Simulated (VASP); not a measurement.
# Rh (Pm-3n) in VASP: further runs

The runs below take Rh through single point, with PBE.

Everything below comes from runs of VASP 6.6.1. Logs are shortened: lines on timing, memory, paths and dates and some standing lists are left out, and cuts for length are marked.

### Step 1. The cell of the first run

Symmetry: Pm-3n, No. 223, cubic system. Conventional cell: a = 4.886 Å, b = 4.886 Å, c = 4.886 Å, α = 90.00°, β = 90.00°, γ = 90.00°. Within 3.6 Å of Rh (site symmetry m-3) lie 12 Rh at 2.73 Å. Rh (site symmetry -4m2) has 14 Rh at 2.44 to 2.99 Å within 3.2 Å.

### Step 2. Single point, PBE

INCAR

```
PREC     = Accurate       # precision mode
ENCUT    = 520            # plane-wave cutoff, eV
EDIFF    = 1E-6           # SCF threshold, eV
ISMEAR   = -1             # smearing method
SIGMA    = 0.1            # smearing width, eV
LREAL    = False          # projectors in reciprocal space
LASPH    = True           # aspherical terms in the spheres
NELM     = 80             # most SCF steps
ALGO     = Normal         # electronic algorithm
ISIF     = 2              # what is computed and relaxed
LWAVE    = False          # write WAVECAR
LCHARG   = False          # write CHGCAR
GGA      = PE             # functional
NBANDS   = 70             # bands
```

KPOINTS

```
regular mesh
0
Gamma
  6 6 6
```

POSCAR

```
Rh
1.0
    4.8856997782      0.0000000000      0.0000000000
    0.0000000000      4.8856997782      0.0000000000
    0.0000000000      0.0000000000      4.8856997782
Rh
8
Direct
    0.0000000000      1.0000000000      1.0000000000
    0.5000000000      0.5000000000      0.5000000000
    0.2500000000      1.0000000000      0.5000000000
    0.7500000000      0.0000000000      0.5000000000
    0.5000000000      0.2500000000      1.0000000000
    0.5000000000      0.7500000000      1.0000000000
    1.0000000000      0.5000000000      0.2500000000
    1.0000000000      0.5000000000      0.7500000000
```

Potentials or basis: VASP PAW PBE potentials, release 64 (Rh_pv).

The run is started by

```bash
cat potpaw_PBE.64/Rh_pv/POTCAR > POTCAR
mpirun -np 1 vasp_std > vasp.out
```

OUTCAR:

```text
PREC = Accurate
   ENCUT = 520
   EDIFF = 1E-6
   ISMEAR = -1
   LREAL = False
   LASPH = True
   NELM = 80
   ISIF = 2
   GGA = PE

 ion  position               nearest neighbor table
   1  0.000  0.000  0.000-   3 2.73   4 2.73   5 2.73   6 2.73   7 2.73   8 2.73   3 2.73   4 2.73
                             7 2.73   8 2.73   5 2.73   6 2.73
   2  0.500  0.500  0.500-   3 2.73   4 2.73   5 2.73   6 2.73   7 2.73   8 2.73   5 2.73   6 2.73
                             3 2.73   4 2.73   7 2.73   8 2.73
   3  0.250  0.000  0.500-   4 2.44   4 2.44   1 2.73   1 2.73   2 2.73   2 2.73   8 2.99   5 2.99
                             5 2.99   6 2.99   6 2.99   7 2.99   8 2.99   7 2.99
   4  0.750  0.000  0.500-   3 2.44   3 2.44   1 2.73   1 2.73   2 2.73   2 2.73   8 2.99   5 2.99
                             5 2.99   6 2.99   6 2.99   7 2.99   8 2.99   7 2.99
   5  0.500  0.250  0.000-   6 2.44   6 2.44   1 2.73   2 2.73   2 2.73   1 2.73   8 2.99   4 2.99
                             3 2.99   4 2.99   3 2.99   7 2.99   7 2.99   8 2.99
   6  0.500  0.750  0.000-   5 2.44   5 2.44   1 2.73   2 2.73   2 2.73   1 2.73   8 2.99   4 2.99
                             3 2.99   4 2.99   3 2.99   7 2.99   7 2.99   8 2.99
   7  0.000  0.500  0.250-   8 2.44   8 2.44   1 2.73   2 2.73   1 2.73   2 2.73   3 2.99   4 2.99
                             5 2.99   3 2.99   4 2.99   6 2.99   5 2.99   6 2.99
   8  0.000  0.500  0.750-   7 2.44   7 2.44   1 2.73   2 2.73   1 2.73   2 2.73   3 2.99   4 2.99
                             5 2.99   3 2.99   4 2.99   6 2.99   5 2.99   6 2.99

  LATTYP: Found a simple cubic cell.
 ALAT       =     4.8856997782

  Lattice vectors:

 A1 = (   4.8856997782,   0.0000000000,   0.0000000000)
 A2 = (   0.0000000000,   4.8856997782,   0.0000000000)
 A3 = (   0.0000000000,   0.0000000000,   4.8856997782)

Analysis of symmetry for initial positions (statically):
=====================================================================
 Subroutine PRICEL returns:
 Original cell was already a primitive cell.

 Routine SETGRP: Setting up the symmetry group for a
 simple cubic supercell.

 Subroutine GETGRP returns: Found 48 space group operations
 (whereof 24 operations were pure point group operations)
 out of a pool of 48 trial point group operations.

The static configuration has the point symmetry T_h .
 The point group associated with its full space group is O_h .

Analysis of symmetry for dynamics (positions and initial velocities):
=====================================================================
 Subroutine PRICEL returns:
 Original cell was already a primitive cell.

 Routine SETGRP: Setting up the symmetry group for a
 simple cubic supercell.

 Subroutine GETGRP returns: Found 48 space group operations
 (whereof 24 operations were pure point group operations)
 out of a pool of 48 trial point group operations.

The dynamic configuration has the point symmetry T_h .
 The point group associated with its full space group is O_h .

 Subroutine INISYM returns: Found 48 space group operations
 (whereof 24 operations are pure point group operations),
 and found     1 'primitive' translations

----------------------------------------------------------------------------------------

                                     Primitive cell

  volume of cell :     116.6220

  direct lattice vectors                    reciprocal lattice vectors
     4.885699778  0.000000000  0.000000000     0.204678970  0.000000000  0.000000000
     0.000000000  4.885699778  0.000000000     0.000000000  0.204678970  0.000000000
     0.000000000  0.000000000  4.885699778     0.000000000  0.000000000  0.204678970

  length of vectors
     4.885699778  4.885699778  4.885699778     0.204678970  0.204678970  0.204678970

  position of ions in fractional coordinates (direct lattice)
     0.000000000  0.000000000  0.000000000
     0.500000000  0.500000000  0.500000000
     0.250000000  0.000000000  0.500000000
     0.750000000  0.000000000  0.500000000
     0.500000000  0.250000000  0.000000000
     0.500000000  0.750000000  0.000000000
     0.000000000  0.500000000  0.250000000
     0.000000000  0.500000000  0.750000000

  ion indices of the primitive-cell ions
   primitive index   ion index
                 1           1
                 2           2
                 3           3
                 4           4
                 5           5
                 6           6
                 7           7
                 8           8

----------------------------------------------------------------------------------------

 KPOINTS: regular mesh

Automatic generation of k-mesh.
 Grid dimensions read from file:
 generate k-points for:    6    6    6

 Generating k-lattice:

  Cartesian coordinates                     Fractional coordinates (reciprocal lattice)
     0.034113162  0.000000000  0.000000000     0.166666667  0.000000000  0.000000000
     0.000000000  0.034113162  0.000000000     0.000000000  0.166666667  0.000000000
     0.000000000  0.000000000  0.034113162     0.000000000  0.000000000  0.166666667

  Length of vectors
     0.034113162  0.034113162  0.034113162

  Shift w.r.t. Gamma in fractional coordinates (k-lattice)
     0.000000000  0.000000000  0.000000000

 Subroutine IBZKPT returns following result:
 ===========================================

 Found     20 irreducible k-points:

 Following reciprocal coordinates:
            Coordinates               Weight
  0.000000  0.000000  0.000000      1.000000
  0.166667  0.000000  0.000000      6.000000
  0.333333  0.000000  0.000000      6.000000
  0.500000  0.000000  0.000000      3.000000
  0.166667  0.166667  0.000000     12.000000
  0.333333  0.166667  0.000000     24.000000
[... 12 lines left out ...]
  0.500000  0.500000  0.333333      6.000000
  0.500000  0.500000  0.500000      1.000000
   k-points           NKPTS =     20   k-points in BZ     NKDIM =     20   number of bands    NBANDS=     70
   number of dos      NEDOS =    301   number of ions     NIONS =      8
   total plane-waves  NPLWV =  46656
   dimension x,y,z NGX =    36 NGY =   36 NGZ =   36
   dimension x,y,z NGXF=    72 NGYF=   72 NGZF=   72
   ions per type =               8
   NGX,Y,Z   is equivalent  to a cutoff of  12.25, 12.25, 12.25 a.u.
   NGXF,Y,Z  is equivalent  to a cutoff of  24.50, 24.50, 24.50 a.u.
 SYSTEM =  unknown system
   PREC   = accura    normal or accurate (medium, high low for compatibility)
   ISTART =      0    job   : 0-new  1-cont  2-samecut
   ICHARG =      2    charge: 1-file 2-atom 10-const
   ISPIN  =      1    spin polarized calculation?
   LNONCOLLINEAR =      F non collinear calculations
   LSORBIT =      F    spin-orbit coupling
   LASPH  =      T    aspherical Exc in radial PAW
   ENCUT  =  520.0 eV  38.22 Ry    6.18 a.u.   9.08  9.08  9.08*2*pi/ulx,y,z
   NELM   =     80;   NELMIN=  2; NELMDL= -5     # of ELM steps
   EDIFF  = 0.1E-05   stopping-criterion for ELM
   LREAL  =      F    real-space projection
   EDIFFG = 0.1E-04   stopping-criterion for IOM
   NSW    =      0    number of steps for IOM
   IBRION =     -1    ionic relax: 0-MD 1-quasi-New 2-CG
   NFREE  =      0    steps in history (QN), initial steepest desc. (CG)
   ISIF   =      2    stress and relaxation
   ISYM   =      2    0-nonsym 1-usesym 2-fastsym
   POTIM  = 0.5000    time-step for ionic-motion
   TEBEG  =    0.0;   TEEND  =   0.0 temperature during run
   PSTRESS=    0.0 pullay stress
   NELECT =     120.0000    total number of electrons
   NUPDOWN=      -1.0000    fix difference up-down
   EMIN   =  10.00;   EMAX   =-10.00  energy-range for DOS
   EFERMI =   0.00;   METHOD = LEGACY
   ISMEAR =    -1;   SIGMA  =   0.10  broadening in eV -4-tet -1-fermi 0-gaus
   EFERMI_NEDOS =   21; number of points for ismear=-14 and -15
   IALGO  =     38    algorithm
   IMIX   =      4    mixing-type and parameters
     AMIX     =   0.40;   BMIX     =  1.00
     AMIX_MAG =   1.60;   BMIX_MAG =  1.00
  volume/ion in A,a.u.               =      14.58        98.38
  Fermi-wavevector in a.u.,A,eV,Ry     =   1.652755  3.123254 37.165660  2.731599
  Thomas-Fermi vector in A             =   2.741310
   LORBIT       =      0    0 simple, 1 ext, 2 COOP (PROOUT), +10 PAW based schemes
   GGA     = PE    functional components
   LHFCALC =     F    Hartree Fock is set to
   AEXX    =    0.0000 exact exchange contribution
   IVDW    =     0    specifies the selected vdW correction
   LEPSILON=     F    determine dielectric tensor
   LRPA    =     F    only Hartree local field effects (RPA)
 non-spin polarized calculation
  energy-cutoff  :      520.00
  volume of cell :      116.62
 maximum number of plane-waves:      3178
   NGX = 19   NGY = 19   NGZ = 19

 number of electron     120.0000120 magnetization

 Free energy of the ion-electron system (eV)
  ---------------------------------------------------
  ext. energy  EPLUGINS =         0.00000000
  ---------------------------------------------------
  free energy    TOTEN  =       -55.96453707 eV

  energy without entropy =      -55.43674472  energy(sigma->0) =      -55.70064090

 E-fermi :  10.8874     XC(G=0): -13.6333

 val. band max:       10.8814545023   @ k =   0.3333   0.3333   0.0000
 cond. band min:      10.8946015700   @ k =   0.3333   0.3333   0.0000
 fundamental gap:      0.0131470677
 Fermi energy:        10.8874094938

 k-point     1 :       0.0000    0.0000    0.0000
  band No.  band energies     occupation
      1     -36.3229      2.00000
      2     -36.3229      2.00000
      3     -36.2569      2.00000
      4     -35.8269      2.00000
      5     -35.8269      2.00000
      6     -35.8269      2.00000
[... 62 lines left out ...]
     69      15.5865      0.00000
     70      15.5865      0.00000

 k-point     2 :       0.1667    0.0000    0.0000
  band No.  band energies     occupation
      1     -36.3248      2.00000
      2     -36.3001      2.00000
      3     -36.2254      2.00000
      4     -35.8240      2.00000
      5     -35.8240      2.00000
      6     -35.7978      2.00000
[... 62 lines left out ...]
     69      15.3828      0.00000
     70      15.7026      0.00000

 k-point     3 :       0.3333    0.0000    0.0000
  band No.  band energies     occupation
      1     -36.3255      2.00000
      2     -36.3047      2.00000
      3     -36.0681      2.00000
      4     -35.8189      2.00000
      5     -35.8189      2.00000
      6     -35.7575      2.00000
[... 1230 lines left out ...]
     69      13.1023      0.00000
     70      13.8017      0.00000

 k-point    20 :       0.5000    0.5000    0.5000
  band No.  band energies     occupation
      1     -35.8952      2.00000
      2     -35.8952      2.00000
      3     -35.8952      2.00000
      4     -35.8952      2.00000
      5     -35.8952      2.00000
      6     -35.8952      2.00000
[... 62 lines left out ...]
     69      12.4389      0.00000
     70      12.4389      0.00000

------------------------ aborting loop because EDIFF is reached ----------------------------------------

  FORCE on cell =-STRESS in cart. coord.  units (eV):
  Direction    XX          YY          ZZ          XY          YZ          ZX
  --------------------------------------------------------------------------------------
  -------------------------------------------------------------------------------------
  Total        0.0172499      0.0172499      0.0172499      0.0000000     -0.0000000     -0.0000000
  in kB        0.2369833      0.2369833      0.2369833      0.0000000     -0.0000000     -0.0000000
  external PRESSURE =       0.2369833 kB  Pullay stress =       0.0000000 kB

 VOLUME and BASIS-vectors are now :
 -----------------------------------------------------------------------------
  energy-cutoff  :      520.00
  volume of cell :      116.62
      direct lattice vectors                 reciprocal lattice vectors
     4.885699778  0.000000000  0.000000000     0.204678970  0.000000000  0.000000000
     0.000000000  4.885699778  0.000000000     0.000000000  0.204678970  0.000000000
     0.000000000  0.000000000  4.885699778     0.000000000  0.000000000  0.204678970

 POSITION                                       TOTAL-FORCE (eV/Angst)
 -----------------------------------------------------------------------------------
      0.00000      0.00000      0.00000        -0.000000      0.000000     -0.000000
      2.44285      2.44285      2.44285        -0.000000      0.000000     -0.000000
      1.22142      0.00000      2.44285         0.000000      0.000000     -0.000000
      3.66427      0.00000      2.44285        -0.000000     -0.000000      0.000000
      2.44285      1.22142      0.00000         0.000000     -0.000000      0.000000
      2.44285      3.66427      0.00000        -0.000000      0.000000      0.000000
      0.00000      2.44285      1.22142         0.000000     -0.000000     -0.000000
      0.00000      2.44285      3.66427         0.000000     -0.000000     -0.000000
 -----------------------------------------------------------------------------------
    total drift:                                0.000000      0.000000     -0.000000

  FREE ENERGIE OF THE ION-ELECTRON SYSTEM (eV)
  ---------------------------------------------------
  free  energy   TOTEN  =       -55.9645370724 eV

  energy  without entropy=      -55.4367447180  energy(sigma->0) =      -55.70064090
```

Wall time 1.7 min (1 thread of Intel Xeon Platinum 8488C (Sapphire Rapids), shared host); peak memory 0.26 GiB.

Results:

```yaml
Free_energy: -55.9645 eV
Pressure: 0.0 GPa
Band_gap_on_the_k_mesh: zero (band 60 reaches 11.19 eV, above the bottom of band 61 at 10.77 eV)
```

(Continued in part 2 of 2.)
